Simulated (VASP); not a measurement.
# Ti2Ag (I4/mmm) in VASP: single point with LDA

Aim: the single point of Ti2Ag with LDA.

Everything below comes from runs of VASP 6.6.1. Logs are shortened: lines on timing, memory, paths and dates and some standing lists are left out, and cuts for length are marked.

## (1) The cell of the first run

Symmetry: I4/mmm, No. 139, tetragonal system. Conventional cell: a = 2.846 Å, b = 2.846 Å, c = 11.857 Å, α = 90.00°, β = 90.00°, γ = 90.00°. Ti (site symmetry 4mm) has 8 Ti at 2.74 to 2.85 Å and 4 Ag at 2.86 Å within 3.6 Å. Ag (site symmetry 4/mmm) has 4 Ag at 2.85 Å and 8 Ti at 2.86 Å within 3.7 Å.

## (2) Single point, LDA

INCAR

```
PREC     = Accurate       # precision mode
ENCUT    = 520            # plane-wave cutoff, eV
EDIFF    = 1E-6           # SCF threshold, eV
ISMEAR   = -1             # smearing method
SIGMA    = 0.05           # smearing width, eV
LREAL    = False          # projectors in reciprocal space
LASPH    = True           # aspherical terms in the spheres
NELM     = 60             # most SCF steps
ALGO     = Normal         # electronic algorithm
ISIF     = 2              # what is computed and relaxed
LWAVE    = False          # write WAVECAR
LCHARG   = False          # write CHGCAR
NBANDS   = 24             # bands
```

KPOINTS

```
Automatic mesh
0
Gamma
  17 17 17
```

POSCAR

```
Ti2Ag
1.0
   -1.4228987748      1.4228987748      5.9285455163
    1.4228987748     -1.4228987748      5.9285455163
    1.4228987748      1.4228987748     -5.9285455163
Ti Ag
2 1
Direct
    0.3284867562      0.3284867562      0.0000000000
    0.6715132438      0.6715132438      0.0000000000
    0.0000000000      0.0000000000      0.0000000000
```

Potentials or basis: VASP PAW LDA potentials, release 64 (Ti_sv, Ag).

The run is started by

```
> cat potpaw_LDA.64/Ti_sv/POTCAR potpaw_LDA.64/Ag/POTCAR > POTCAR
> mpirun -np 1 vasp_std > vasp.out
```

OUTCAR:

```text
PREC = Accurate
   ENCUT = 520
   EDIFF = 1E-6
   ISMEAR = -1
   LREAL = False
   LASPH = True
   NELM = 60
   ISIF = 2

 ion  position               nearest neighbor table
   1  0.328  0.328  0.000-   2 2.74   2 2.74   2 2.74   2 2.74   3 2.86   3 2.86   3 2.86   3 2.86

   2  0.672  0.672  0.000-   1 2.74   1 2.74   1 2.74   1 2.74   3 2.86   3 2.86   3 2.86   3 2.86

   3  0.000  0.000  0.000-   2 2.86   2 2.86   2 2.86   1 2.86   2 2.86   1 2.86   1 2.86   1 2.86

  LATTYP: Found a body centered tetragonal cell.
 ALAT       =     2.8457975496
 C/A-ratio  =     4.1665265452

  Lattice vectors:

 A1 = (  -1.4228987748,   1.4228987748,   5.9285455163)
 A2 = (   1.4228987748,  -1.4228987748,   5.9285455163)
 A3 = (   1.4228987748,   1.4228987748,  -5.9285455163)

Analysis of symmetry for initial positions (statically):
=====================================================================
 Subroutine PRICEL returns:
 Original cell was already a primitive cell.

 Routine SETGRP: Setting up the symmetry group for a
 body centered tetragonal supercell.

 Subroutine GETGRP returns: Found 16 space group operations
 (whereof 16 operations were pure point group operations)
 out of a pool of 16 trial point group operations.

The static configuration has the point symmetry D_4h.

Analysis of symmetry for dynamics (positions and initial velocities):
=====================================================================
 Subroutine PRICEL returns:
 Original cell was already a primitive cell.

 Routine SETGRP: Setting up the symmetry group for a
 body centered tetragonal supercell.

 Subroutine GETGRP returns: Found 16 space group operations
 (whereof 16 operations were pure point group operations)
 out of a pool of 16 trial point group operations.

The dynamic configuration has the point symmetry D_4h.

 Subroutine INISYM returns: Found 16 space group operations
 (whereof 16 operations are pure point group operations),
 and found     1 'primitive' translations

----------------------------------------------------------------------------------------

                                     Primitive cell

  volume of cell :      48.0127

  direct lattice vectors                    reciprocal lattice vectors
    -1.422898775  1.422898775  5.928545516     0.000000000  0.351395341  0.084337718
     1.422898775 -1.422898775  5.928545516     0.351395341  0.000000000  0.084337718
     1.422898775  1.422898775 -5.928545516     0.351395341  0.351395341  0.000000000

  length of vectors
     6.260745466  6.260745466  6.260745466     0.361374510  0.361374510  0.496948057

  position of ions in fractional coordinates (direct lattice)
     0.328486756  0.328486756  0.000000000
     0.671513244  0.671513244  0.000000000
     0.000000000  0.000000000  0.000000000

  ion indices of the primitive-cell ions
   primitive index   ion index
                 1           1
                 2           2
                 3           3

----------------------------------------------------------------------------------------

 KPOINTS: Automatic mesh

Automatic generation of k-mesh.
 Grid dimensions read from file:
 generate k-points for:   17   17   17

 Generating k-lattice:

  Cartesian coordinates                     Fractional coordinates (reciprocal lattice)
     0.000000000  0.020670314  0.004961042     0.058823529  0.000000000  0.000000000
     0.020670314  0.000000000  0.004961042     0.000000000  0.058823529  0.000000000
     0.020670314  0.020670314  0.000000000     0.000000000  0.000000000  0.058823529

  Length of vectors
     0.021257324  0.021257324  0.029232239

  Shift w.r.t. Gamma in fractional coordinates (k-lattice)
     0.000000000  0.000000000  0.000000000

 Subroutine IBZKPT returns following result:
 ===========================================

 Found    405 irreducible k-points:

 Following reciprocal coordinates:
            Coordinates               Weight
  0.000000  0.000000  0.000000      1.000000
  0.058824 -0.000000  0.000000      8.000000
  0.117647  0.000000  0.000000      8.000000
  0.176471  0.000000  0.000000      8.000000
  0.235294  0.000000  0.000000      8.000000
  0.294118  0.000000 -0.000000      8.000000
[... 16 lines left out ...]
 -0.176471  0.058824  0.000000     16.000000
 -0.117647  0.058824  0.000000     16.000000
 [... further k-points ...]
   k-points           NKPTS =    405   k-points in BZ     NKDIM =    405   number of bands    NBANDS=     24
   number of dos      NEDOS =    301   number of ions     NIONS =      3
   total plane-waves  NPLWV = 110592
   dimension x,y,z NGX =    48 NGY =   48 NGZ =   48
   dimension x,y,z NGXF=    96 NGYF=   96 NGZF=   96
   ions per type =               2   1
   NGX,Y,Z   is equivalent  to a cutoff of  12.75, 12.75, 12.75 a.u.
   NGXF,Y,Z  is equivalent  to a cutoff of  25.49, 25.49, 25.49 a.u.
 SYSTEM =  unknown system
   PREC   = accura    normal or accurate (medium, high low for compatibility)
   ISTART =      0    job   : 0-new  1-cont  2-samecut
   ICHARG =      2    charge: 1-file 2-atom 10-const
   ISPIN  =      1    spin polarized calculation?
   LNONCOLLINEAR =      F non collinear calculations
   LSORBIT =      F    spin-orbit coupling
   LASPH  =      T    aspherical Exc in radial PAW
   ENCUT  =  520.0 eV  38.22 Ry    6.18 a.u.  11.64 11.64 11.64*2*pi/ulx,y,z
   NELM   =     60;   NELMIN=  2; NELMDL= -5     # of ELM steps
   EDIFF  = 0.1E-05   stopping-criterion for ELM
   LREAL  =      F    real-space projection
   EDIFFG = 0.1E-04   stopping-criterion for IOM
   NSW    =      0    number of steps for IOM
   IBRION =     -1    ionic relax: 0-MD 1-quasi-New 2-CG
   NFREE  =      0    steps in history (QN), initial steepest desc. (CG)
   ISIF   =      2    stress and relaxation
   ISYM   =      2    0-nonsym 1-usesym 2-fastsym
   POTIM  = 0.5000    time-step for ionic-motion
   TEBEG  =    0.0;   TEEND  =   0.0 temperature during run
   PSTRESS=    0.0 pullay stress
   NELECT =      35.0000    total number of electrons
   NUPDOWN=      -1.0000    fix difference up-down
   EMIN   =  10.00;   EMAX   =-10.00  energy-range for DOS
   EFERMI =   0.00;   METHOD = LEGACY
   ISMEAR =    -1;   SIGMA  =   0.05  broadening in eV -4-tet -1-fermi 0-gaus
   EFERMI_NEDOS =   21; number of points for ismear=-14 and -15
   IALGO  =     38    algorithm
   IMIX   =      4    mixing-type and parameters
     AMIX     =   0.40;   BMIX     =  1.00
     AMIX_MAG =   1.60;   BMIX_MAG =  1.00
  volume/ion in A,a.u.               =      16.00       108.00
  Fermi-wavevector in a.u.,A,eV,Ry     =   1.473371  2.784268 29.535829  2.170822
  Thomas-Fermi vector in A             =   2.588272
   LORBIT       =      0    0 simple, 1 ext, 2 COOP (PROOUT), +10 PAW based schemes
   GGA     = CA    functional components
   LHFCALC =     F    Hartree Fock is set to
   AEXX    =    0.0000 exact exchange contribution
   IVDW    =     0    specifies the selected vdW correction
   LEPSILON=     F    determine dielectric tensor
   LRPA    =     F    only Hartree local field effects (RPA)
 non-spin polarized calculation
  energy-cutoff  :      520.00
  volume of cell :       48.01
 maximum number of plane-waves:      1310
   NGX = 23   NGY = 23   NGZ = 23

 number of electron      34.9999999 magnetization

 Free energy of the ion-electron system (eV)
  ---------------------------------------------------
  ext. energy  EPLUGINS =         0.00000000
  ---------------------------------------------------
  free energy    TOTEN  =       -21.15073799 eV

  energy without entropy =      -21.13070949  energy(sigma->0) =      -21.14072374

 E-fermi :   9.1744     XC(G=0): -12.4453

 val. band max:        9.1699559905   @ k =  -0.2353   0.2941   0.1765
 cond. band min:       9.1778069679   @ k =  -0.4706   0.4706   0.0000
 fundamental gap:      0.0078509774
 Fermi energy:         9.1744093799

 k-point     1 :       0.0000    0.0000    0.0000
  band No.  band energies     occupation
      1     -46.9742      2.00000
      2     -46.8085      2.00000
      3     -23.7815      2.00000
      4     -23.4062      2.00000
      5     -23.4062      2.00000
      6     -23.2940      2.00000
[... 16 lines left out ...]
     23      11.7419      0.00000
     24      11.9769      0.00000

 k-point     2 :       0.0588   -0.0000    0.0000
  band No.  band energies     occupation
      1     -46.9709      2.00000
      2     -46.8080      2.00000
      3     -23.7788      2.00000
      4     -23.4342      2.00000
      5     -23.4030      2.00000
      6     -23.2821      2.00000
[... 16 lines left out ...]
     23      11.5742      0.00000
     24      12.1164      0.00000

 k-point     3 :       0.1176    0.0000    0.0000
  band No.  band energies     occupation
      1     -46.9614      2.00000
      2     -46.8067      2.00000
      3     -23.7720      2.00000
      4     -23.4978      2.00000
      5     -23.3935      2.00000
      6     -23.2647      2.00000
[... 16 lines left out ...]
     23      11.3136      0.00000
     24      12.2880      0.00000

 k-point     4 :       0.1765    0.0000    0.0000
  band No.  band energies     occupation
      1     -46.9465      2.00000
      2     -46.8053      2.00000
      3     -23.7655      2.00000
      4     -23.5779      2.00000
      5     -23.3784      2.00000
      6     -23.2936      2.00000
[... 16 lines left out ...]
     23      11.4436      0.00000
     24      12.3047      0.00000

 k-point     5 :       0.2353    0.0000    0.0000
  band No.  band energies     occupation
      1     -46.9274      2.00000
      2     -46.8045      2.00000
      3     -23.7669      2.00000
      4     -23.6637      2.00000
      5     -23.3589      2.00000
      6     -23.3492      2.00000
[... 451 lines left out ...]
 k-point    22 :      -0.2353    0.0588    0.0000
  band No.  band energies     occupation
      1     -46.9246      2.00000
      2     -46.8037      2.00000
      3     -23.7640      2.00000
      4     -23.6593      2.00000
      5     -23.3846      2.00000
      6     -23.3509      2.00000
[... 16 lines left out ...]
     23      11.6742      0.00000
     24      12.3393      0.00000

 k-point    23 :      -0.1765    0.0588    0.0000
  band No.  band energies     occupation
      1     -46.9434      2.00000
      2     -46.8046      2.00000
      3     -23.7629      2.00000
      4     -23.5739      2.00000
      5     -23.4038      2.00000
      6     -23.2953      2.00000
[... 16 lines left out ...]
     23      11.4286      0.00000
     24      12.2444      0.00000

 k-point    24 :      -0.1176    0.0588    0.0000
  band No.  band energies     occupation
      1     -46.9582      2.00000
      2     -46.8061      2.00000
      3     -23.7695      2.00000
      4     -23.4950      2.00000
      5     -23.4184      2.00000
      6     -23.2550      2.00000
[... 16 lines left out ...]
     23      11.3577      0.00000
     24      12.0797      0.00000

 [... further k-points ...]

------------------------ aborting loop because EDIFF is reached ----------------------------------------

  FORCE on cell =-STRESS in cart. coord.  units (eV):
  Direction    XX          YY          ZZ          XY          YZ          ZX
  --------------------------------------------------------------------------------------
  -------------------------------------------------------------------------------------
  Total        0.0029999      0.0029999      0.0466574      0.0000000     -0.0000000      0.0000000
  in kB        0.1001054      0.1001054      1.5569519      0.0000000     -0.0000000      0.0000000
  external PRESSURE =       0.5857209 kB  Pullay stress =       0.0000000 kB

 VOLUME and BASIS-vectors are now :
 -----------------------------------------------------------------------------
  energy-cutoff  :      520.00
  volume of cell :       48.01
      direct lattice vectors                 reciprocal lattice vectors
    -1.422898775  1.422898775  5.928545516     0.000000000  0.351395341  0.084337718
     1.422898775 -1.422898775  5.928545516     0.351395341  0.000000000  0.084337718
     1.422898775  1.422898775 -5.928545516     0.351395341  0.351395341  0.000000000

 POSITION                                       TOTAL-FORCE (eV/Angst)
 -----------------------------------------------------------------------------------
      0.00000      0.00000      3.89490         0.000000      0.000000     -0.016194
      0.00000      0.00000      7.96219        -0.000000     -0.000000      0.016194
      0.00000      0.00000      0.00000         0.000000      0.000000      0.000000
 -----------------------------------------------------------------------------------
    total drift:                               -0.000000      0.000000     -0.000000

  FREE ENERGIE OF THE ION-ELECTRON SYSTEM (eV)
  ---------------------------------------------------
  free  energy   TOTEN  =       -21.1507379873 eV

  energy  without entropy=      -21.1307094922  energy(sigma->0) =      -21.14072374
```

It took 30 min on 1 thread of Intel Xeon Platinum 8488C (Sapphire Rapids), shared host; peak memory 0.6 GiB.

Results:

```yaml
Free_energy: -21.1507 eV
Pressure: 0.1 GPa
Largest_force: 0.016 eV/Å
Band_gap_on_the_k_mesh: zero (an odd number of electrons rules out a gap without spin polarisation)
```

Forces on the atoms (eV/Å):
```
Ti   0.000  0.000 -0.016
Ti   0.000  0.000  0.016
Ag   0.000  0.000  0.000
```

Levels at points of the mesh, in eV from the Fermi level:
| k point | band 13 | band 14 | band 15 | band 16 | band 17 | band 18 | band 19 | band 20 | band 21 | band 22 |
| --- | --- | --- | --- | --- | --- | --- | --- | --- | --- | --- |
| (0.00, 0.00, 0.00) | -4.69 | -4.07 | -3.33 | -1.71 | -1.58 | 0.20 | 0.52 | 1.38 | 1.38 | 2.39 |
